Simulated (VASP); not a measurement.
# LiH (Fm-3m) in VASP: a series of runs, part 2 of 2

VASP 6.6.1.

## Step 3: Single point, r2SCAN

This run uses another cell than the first one, of 8.02 Å³/atom, 1.020 times its volume.

POSCAR reads:

```
LiH
1.0
    0.0000000000      2.0014844970      2.0014844970
    2.0014844970      0.0000000000      2.0014844970
    2.0014844970      2.0014844970      0.0000000000
Li H
1 1
Direct
    0.0000000000      0.0000000000      0.0000000000
    0.5000000000      0.5000000000      0.5000000000
```

INCAR.step1 reads:

```
ALGO = Normal
EDIFF = 1E-4
ENCUT = 520
GGA = PE
ISMEAR = -1
LASPH = T
LCHARG = F
LREAL = F
LWAVE = T
NBANDS = 9
NELM = 80
PREC = Accurate
SIGMA = 0.02
```

INCAR.step2 reads:

```
ALGO = Normal
EDIFF = 1E-6
ENCUT = 520
ISIF = 2
ISMEAR = -1
ISTART = 1
LASPH = T
LCHARG = F
LMIXTAU = T
LREAL = F
LWAVE = F
METAGGA = R2SCAN
NBANDS = 9
NELM = 80
PREC = Accurate
SIGMA = 0.02
```

KPOINTS reads:

```
k-points
0
Gamma
  12 12 12
```

Potentials or basis: VASP PAW PBE potentials, release 64 (Li_sv, H).

The run is started by

```bash
> cat potpaw_PBE.64/Li_sv/POTCAR potpaw_PBE.64/H/POTCAR > POTCAR
> cp INCAR.step1 INCAR
> mpirun -np 1 vasp_std > vasp.out
> cp INCAR.step2 INCAR
> mpirun -np 1 vasp_std > vasp.out
```

OUTCAR:

```text
EDIFF = 1E-6
   ENCUT = 520
   ISIF = 2
   ISMEAR = -1
   ISTART = 1
   LASPH = T
   LREAL = F
   METAGGA = R2SCAN
   NELM = 80
   PREC = Accurate

 ion  position               nearest neighbor table
   1  0.000  0.000  0.000-
   2  0.500  0.500  0.500-

  LATTYP: Found a face centered cubic cell.
 ALAT       =     4.0029689940

  Lattice vectors:

 A1 = (   0.0000000000,   2.0014844970,   2.0014844970)
 A2 = (   2.0014844970,   0.0000000000,   2.0014844970)
 A3 = (   2.0014844970,   2.0014844970,   0.0000000000)

Analysis of symmetry for initial positions (statically):
=====================================================================
 Subroutine PRICEL returns:
 Original cell was already a primitive cell.

 Routine SETGRP: Setting up the symmetry group for a
 face centered cubic supercell.

 Subroutine GETGRP returns: Found 48 space group operations
 (whereof 48 operations were pure point group operations)
 out of a pool of 48 trial point group operations.

The static configuration has the point symmetry O_h .

Analysis of symmetry for dynamics (positions and initial velocities):
[... 157 lines left out ...]
  energy without entropy =       -6.81761597  energy(sigma->0) =       -6.81761597

 E-fermi :   0.3620     XC(G=0):  -8.8382

 val. band max:       -0.1675329401   @ k =   0.5000   0.5000   0.0000
 cond. band min:       3.4127809124   @ k =   0.5000   0.5000   0.0000
 fundamental gap:      3.5803138525
 Fermi energy:         0.3619709846

 k-point     1 :       0.0000    0.0000    0.0000
  band No.  band energies     occupation
      1     -45.8967      2.00000
      2      -5.6291      2.00000
      3      17.5288      0.00000
      4      19.2767      0.00000
      5      19.2767      0.00000
      6      19.2774      0.00000
      7      23.7090      0.00000
      8      23.7090      0.00000
      9      23.7092      0.00000
[... 265 lines left out ...]
 k-point    24 :      -0.4167    0.1667    0.0000
  band No.  band energies     occupation
      1     -45.8472      2.00000
      2      -2.2989      2.00000
      3       5.6958      0.00000
      4      10.9328      0.00000
      5      15.5121      0.00000
      6      17.2001      0.00000
      7      23.5469      0.00000
      8      25.5004      0.00000
      9      29.5491      0.00000

 [... further k-points ...]
[... 5 lines left out ...]
  --------------------------------------------------------------------------------------
  -------------------------------------------------------------------------------------
  Total       -0.0451605     -0.0451605     -0.0451605      0.0000000      0.0000000     -0.0000000
  in kB       -4.5121359     -4.5121359     -4.5121359      0.0000000      0.0000000     -0.0000000
  external PRESSURE =      -4.5121359 kB  Pullay stress =       0.0000000 kB

 VOLUME and BASIS-vectors are now :
 -----------------------------------------------------------------------------
  energy-cutoff  :      520.00
  volume of cell :       16.04
      direct lattice vectors                 reciprocal lattice vectors
     0.000000000  2.001484497  2.001484497    -0.249814576  0.249814576  0.249814576
     2.001484497  0.000000000  2.001484497     0.249814576 -0.249814576  0.249814576
     2.001484497  2.001484497  0.000000000     0.249814576  0.249814576 -0.249814576

 POSITION                                       TOTAL-FORCE (eV/Angst)
 -----------------------------------------------------------------------------------
      0.00000      0.00000      0.00000        -0.000000     -0.000000      0.000000
      2.00148      2.00148      2.00148         0.000000      0.000000      0.000000
 -----------------------------------------------------------------------------------
    total drift:                                0.000000     -0.000000     -0.000000

  FREE ENERGIE OF THE ION-ELECTRON SYSTEM (eV)
  ---------------------------------------------------
  free  energy   TOTEN  =        -6.8176159669 eV

  energy  without entropy=       -6.8176159669  energy(sigma->0) =       -6.81761597
```

OSZICAR.step1:

```text
N       E                     dE             d eps       ncg     rms          rms(c)
DAV:   1    -0.155642862351E+01   -0.15564E+01   -0.14577E+03  1312   0.400E+02
DAV:   2    -0.629347387148E+01   -0.47370E+01   -0.46883E+01  1830   0.548E+01
DAV:   3    -0.636923774119E+01   -0.75764E-01   -0.75696E-01  1596   0.565E+00
DAV:   4    -0.636985270046E+01   -0.61496E-03   -0.61488E-03  1722   0.378E-01
DAV:   5    -0.636985626742E+01   -0.35670E-05   -0.35668E-05  1578   0.209E-02    0.288E+00
DAV:   6    -0.618682387400E+01    0.18303E+00   -0.14919E-01  1459   0.120E+00    0.144E+00
DAV:   7    -0.612534402713E+01    0.61480E-01   -0.19255E-01  1525   0.154E+00    0.220E-01
DAV:   8    -0.612712787069E+01   -0.17838E-02   -0.43219E-03  1505   0.427E-01    0.429E-02
DAV:   9    -0.612706136958E+01    0.66501E-04   -0.15274E-04  1619   0.483E-02
   1 F= -.61270614E+01 E0= -.61270614E+01  d E =-.270339E-14
```

It took 29 s on 1 thread of Intel Xeon 6975P-C, shared host; peak memory 0.14 GiB.

What came out:

* Free energy: -6.8176 eV
* Band gap on the k mesh: 3.58 eV, direct

Levels at points of the mesh, in eV from the valence-band top:
| k point | band 1 | band 2 | band 3 | band 4 | band 5 | band 6 | band 7 |
| --- | --- | --- | --- | --- | --- | --- | --- |
| (0.00, 0.00, 0.00) | -45.73 | -5.46 | 17.70 | 19.44 | 19.44 | 19.44 | 23.88 |
| (0.50, 0.00, 0.00) | -45.68 | -2.65 | 5.68 | 14.98 | 18.20 | 18.20 | 19.85 |
| (0.50, 0.50, 0.00) | -45.67 | 0.00 | 3.58 | 11.76 | 11.76 | 15.07 | 19.24 |

Caveat: the cutoff is under 1.25 times the usual one of these potentials, so pressure, stress and relaxed cells hold a basis-set (Pulay) error; the PAW data sets were made with another functional, which shifts forces and pressure a little. r2SCAN opens gaps a little over a GGA but as a rule still falls short of measured ones.

## Step 4: Single point, r2SCAN

This run uses another cell than the first one, of 8.02 Å³/atom, 1.020 times its volume.

POSCAR reads:

```
LiH
1.0
    0.0000000000      2.0014845000      2.0014845000
    2.0014845000      0.0000000000      2.0014845000
    2.0014845000      2.0014845000      0.0000000000
Li H
1 1
Direct
    0.0000000000      0.0000000000      0.0000000000
    0.5000000000      0.5000000000      0.5000000000
```

INCAR.step1: that of step 3 with these lines changed.

```diff
@@ -10,3 +10,3 @@
 NBANDS = 9
-NELM = 80
+NELM = 100
 PREC = Accurate
```

INCAR.step2: that of step 3 with these lines changed.

```diff
@@ -13,3 +13,3 @@
 NBANDS = 9
-NELM = 80
+NELM = 100
 PREC = Accurate
```

KPOINTS is that of step 3.

Potentials or basis: VASP PAW PBE potentials, release 64 (Li_sv, H).

The run is started by

```bash
> cat potpaw_PBE.64/Li_sv/POTCAR potpaw_PBE.64/H/POTCAR > POTCAR
> cp INCAR.step1 INCAR
> mpirun -np 1 vasp_std > vasp.out
> cp INCAR.step2 INCAR
> mpirun -np 1 vasp_std > vasp.out
```

OUTCAR:

```text
EDIFF = 1E-6
   ENCUT = 520
   ISIF = 2
   ISMEAR = -1
   ISTART = 1
   LASPH = T
   LREAL = F
   METAGGA = R2SCAN
   NELM = 100
   PREC = Accurate

 ion  position               nearest neighbor table
   1  0.000  0.000  0.000-
   2  0.500  0.500  0.500-

  LATTYP: Found a face centered cubic cell.
 ALAT       =     4.0029690000

  Lattice vectors:

 A1 = (   0.0000000000,   2.0014845000,   2.0014845000)
[... 470 lines left out ...]
      9      29.5491      0.00000

 [... further k-points ...]

------------------------ aborting loop because EDIFF is reached ----------------------------------------

  FORCE on cell =-STRESS in cart. coord.  units (eV):
  Direction    XX          YY          ZZ          XY          YZ          ZX
  --------------------------------------------------------------------------------------
  -------------------------------------------------------------------------------------
  Total       -0.0451605     -0.0451605     -0.0451605     -0.0000000      0.0000000      0.0000000
  in kB       -4.5121377     -4.5121377     -4.5121377     -0.0000000      0.0000000      0.0000000
  external PRESSURE =      -4.5121377 kB  Pullay stress =       0.0000000 kB

 VOLUME and BASIS-vectors are now :
 -----------------------------------------------------------------------------
  energy-cutoff  :      520.00
  volume of cell :       16.04
      direct lattice vectors                 reciprocal lattice vectors
     0.000000000  2.001484500  2.001484500    -0.249814575  0.249814575  0.249814575
     2.001484500  0.000000000  2.001484500     0.249814575 -0.249814575  0.249814575
     2.001484500  2.001484500  0.000000000     0.249814575  0.249814575 -0.249814575

 POSITION                                       TOTAL-FORCE (eV/Angst)
 -----------------------------------------------------------------------------------
      0.00000      0.00000      0.00000         0.000000     -0.000000     -0.000000
      2.00148      2.00148      2.00148        -0.000000      0.000000      0.000000
 -----------------------------------------------------------------------------------
    total drift:                                0.000000     -0.000000     -0.000000

  FREE ENERGIE OF THE ION-ELECTRON SYSTEM (eV)
  ---------------------------------------------------
  free  energy   TOTEN  =        -6.8176159667 eV

  energy  without entropy=       -6.8176159667  energy(sigma->0) =       -6.81761597
```

It took 30 s on 1 thread of Intel Xeon 6975P-C, shared host; peak memory 0.14 GiB.

Results:

- Free energy: -6.8176 eV
- Band gap on the k mesh: 3.58 eV, direct

Caveat: the cutoff is under 1.25 times the usual one of these potentials, so pressure, stress and relaxed cells hold a basis-set (Pulay) error; the PAW data sets were made with another functional, which shifts forces and pressure a little. r2SCAN opens gaps a little over a GGA but as a rule still falls short of measured ones.

## Step 5: Single point, r2SCAN

This run uses another cell than the first one, of 8.02 Å³/atom, 1.020 times its volume.

POSCAR is that of step 4.

INCAR.step1 reads:

```
SYSTEM = LiH
ALGO = Normal
EDIFF = 1E-4
ENCUT = 520
GGA = PE
ISMEAR = -1
LASPH = .True.
LCHARG = .False.
LREAL = .False.
LWAVE = .True.
NBANDS = 9
NELM = 80
PREC = Accurate
SIGMA = 0.02
```

INCAR.step2 reads:

```
SYSTEM = LiH
ALGO = Normal
EDIFF = 1E-7
ENCUT = 520
ISIF = 2
ISMEAR = -1
ISTART = 1
LASPH = .True.
LCHARG = .False.
LMIXTAU = .True.
LREAL = .False.
LWAVE = .False.
METAGGA = R2SCAN
NBANDS = 9
NELM = 80
PREC = Accurate
SIGMA = 0.02
```

KPOINTS reads:

```
k-points
0
Gamma
  12 12 12
  0 0 0
```

The run is started by

```bash
> cat potpaw_PBE.64/Li_sv/POTCAR potpaw_PBE.64/H/POTCAR > POTCAR
> cp INCAR.step1 INCAR
> mpirun -np 1 vasp_std > vasp.out
> cp INCAR.step2 INCAR
> mpirun -np 1 vasp_std > vasp.out
```

It took 33 s on 1 thread of Intel Xeon 6975P-C, shared host; peak memory 0.14 GiB.

It converged, with:

| Item | Value |
| --- | --- |
| Free energy | -6.8176 eV |
| Band gap on the k mesh | 3.58 eV, direct |

Levels at points of the mesh, in eV from the valence-band top:
```
           k point  band 1  band 2  band 3  band 4  band 5  band 6
(0.00, 0.00, 0.00)  -45.73   -5.46   17.70   19.44   19.44   19.44
(0.50, 0.00, 0.00)  -45.68   -2.65    5.68   14.98   18.20   18.20
(0.50, 0.50, 0.00)  -45.67    0.00    3.58   11.76   11.76   15.07
```

Caveat: the cutoff is under 1.25 times the usual one of these potentials, so pressure, stress and relaxed cells hold a basis-set (Pulay) error; the PAW data sets were made with another functional, which shifts forces and pressure a little. r2SCAN opens gaps a little over a GGA but as a rule still falls short of measured ones.

## Step 6: Single point, r2SCAN

This run uses another cell than the first one, of 8.18 Å³/atom, 1.041 times its volume.

POSCAR reads:

```
LiH
1.0
    0.0000000000      2.0147397500      2.0147397500
    2.0147397500      0.0000000000      2.0147397500
    2.0147397500      2.0147397500      0.0000000000
Li H
1 1
Direct
    0.0000000000      0.0000000000      0.0000000000
    0.5000000000      0.5000000000      0.5000000000
```

INCAR.step1 reads:

```
SYSTEM = LiH
PREC     = Accurate       ! precision mode
ENCUT    = 520            ! plane-wave cutoff, eV
ISMEAR   = -1             ! smearing method
SIGMA    = 0.02           ! smearing width, eV
LREAL    = .False.        ! projectors in reciprocal space
LASPH    = .True.         ! aspherical terms in the spheres
NELM     = 60             ! most SCF steps
NBANDS   = 9              ! bands
GGA      = PE             ! functional
ALGO     = Normal         ! electronic algorithm
EDIFF    = 1E-4           ! SCF threshold, eV
LWAVE    = .True.         ! write WAVECAR
LCHARG   = .False.        ! write CHGCAR
```

INCAR.step2 reads:

```
SYSTEM = LiH
PREC     = Accurate       ! precision mode
ENCUT    = 520            ! plane-wave cutoff, eV
EDIFF    = 1E-6           ! SCF threshold, eV
ISMEAR   = -1             ! smearing method
SIGMA    = 0.02           ! smearing width, eV
LREAL    = .False.        ! projectors in reciprocal space
LASPH    = .True.         ! aspherical terms in the spheres
NELM     = 60             ! most SCF steps
ALGO     = Normal         ! electronic algorithm
ISIF     = 2              ! what is computed and relaxed
LWAVE    = .False.        ! write WAVECAR
LCHARG   = .False.        ! write CHGCAR
METAGGA  = R2SCAN         ! meta-GGA
LMIXTAU  = .True.       
NBANDS   = 9              ! bands
ISTART   = 1
```

KPOINTS reads:

```
regular mesh
0
Gamma
  12 12 12
  0 0 0
```

Potentials or basis: VASP PAW PBE potentials, release 64 (Li_sv, H).

The run is started by

```bash
> cat potpaw_PBE.64/Li_sv/POTCAR potpaw_PBE.64/H/POTCAR > POTCAR
> cp INCAR.step1 INCAR
> mpirun -np 1 vasp_std > vasp.out
> cp INCAR.step2 INCAR
> mpirun -np 1 vasp_std > vasp.out
```

Wall time 40 s (1 thread of Intel Xeon 6975P-C, shared host); peak memory 0.14 GiB.

The run converged. Its results:

* Free energy: -6.8168 eV
* Band gap on the k mesh: 3.59 eV, direct

Levels at points of the mesh, in eV from the valence-band top:
```tsv
k point	band 1	band 2	band 3	band 4	band 5
(0.00, 0.00, 0.00)	-45.74	-5.39	17.41	19.22	19.22
(0.50, 0.00, 0.00)	-45.70	-2.59	5.63	14.80	18.00
(0.50, 0.50, 0.00)	-45.69	0.00	3.59	11.66	11.66
```

Caveat: the cutoff is under 1.25 times the usual one of these potentials, so pressure, stress and relaxed cells hold a basis-set (Pulay) error; the PAW data sets were made with another functional, which shifts forces and pressure a little. r2SCAN opens gaps a little over a GGA but as a rule still falls short of measured ones.

## Step 7: The runs side by side

```tsv
cell	gap on the mesh (eV)
a = 2.812 Å, angles 60.0°, 2 atoms	3.57
a = 2.831 Å, angles 60.0°, 2 atoms	3.58
a = 2.849 Å, angles 60.0°, 2 atoms	3.59
```

Alike in all rows: task single point; level r2SCAN; potentials or basis VASP PAW PBE potentials, release 64 (Li_sv, H); no spin polarisation; k mesh 12 × 12 × 12; cutoff (eV) 520; smearing fermi-dirac 0.02 eV.

Caveats: the cutoff is under 1.25 times the usual one of these potentials, so pressure, stress and relaxed cells hold a basis-set (Pulay) error; the PAW data sets were made with another functional, which shifts forces and pressure a little.

Total energies depend on the potentials used, so only differences within one code and one set of settings carry meaning.
